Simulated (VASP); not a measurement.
The system is Al3Cl.

```xyz
8
Lattice="3.1437 0.0000 0.0000 -1.5719 2.7226 0.0000 0.0000 0.0000 18.2962" Properties=species:S:1:pos:R:3 pbc="T T T"
Al    0.0000    1.8150   12.8995
Al    0.0000    0.0000   14.9829
Al    1.5719    0.9075   17.1891
Al    1.5719    0.9075    5.3967
Al    0.0000    0.0000    3.3132
Al    0.0000    1.8150    1.1071
Cl    1.5719    0.9075   11.2027
Cl    0.0000    1.8150    7.0935
```

| Property | Result |
| --- | --- |
| Program | VASP 6.6.1 |
| Task | relaxation of cell and atoms |
| Functional | PBE |
| Potentials or basis | VASP PAW PBE potentials, release 64 (Al, Cl) |
| Cutoff | 600 eV |
| k mesh | 12 × 12 × 2 |
| Occupations | gaussian, width 0.1 eV |
| Spin | no spin polarisation |

At the start: pressure -0.7 GPa; volume 19.57 Å³/atom.

**Question.** Where does the relaxation end?

**Answer.** Over 12 steps the energy falls by 3.2 meV/atom and the volume is 19.46 Å³/atom (-0.6 %); space group P-3m1 (No. 164, to 0.1 Å) before and after.

Step by step:
```
step  energy change (eV)  largest force (eV/Å)  pressure (GPa)  volume (Å³)
   1              0.0000                0.1628           -0.68       156.60
   2             -0.0167                0.1354            0.17       154.71
   3             -0.0175                0.1280            0.40       154.22
   4             -0.0220                0.0683            0.11       154.89
   5             -0.0224                0.0732           -0.02       155.20
   6             -0.0239                0.0381           -0.02       155.38
   7             -0.0245                0.0786           -0.01       155.73
   8             -0.0246                0.0563           -0.02       155.61
   9             -0.0253                0.0355           -0.02       155.67
  10             -0.0256                0.0152           -0.02       155.72
  11             -0.0256                0.0135           -0.02       155.73
  12             -0.0256                0.0063            0.02       155.65
```

Final structure:
```cif
data_structure
_symmetry_space_group_name_H-M 'P 1'
_symmetry_Int_Tables_number 1
_cell_length_a 3.1803
_cell_length_b 3.1803
_cell_length_c 17.7697
_cell_angle_alpha 90.000
_cell_angle_beta 90.000
_cell_angle_gamma 120.000
_cell_volume 155.65
loop_
_atom_site_label
_atom_site_type_symbol
_atom_site_fract_x
_atom_site_fract_y
_atom_site_fract_z
_atom_site_occupancy
Al1 Al 0.33333 0.66667 0.70647 1
Al2 Al 0.00000 0.00000 0.82015 1
Al3 Al 0.66667 0.33333 0.93995 1
Al4 Al 0.66667 0.33333 0.29353 1
Al5 Al 0.00000 0.00000 0.17985 1
Al6 Al 0.33333 0.66667 0.06005 1
Cl1 Cl 0.66667 0.33333 0.61167 1
Cl2 Cl 0.33333 0.66667 0.38833 1
```

Caveat: this functional lacks dispersion, which binds layers or chains, so the pressure and a relaxed spacing across them are unreliable.
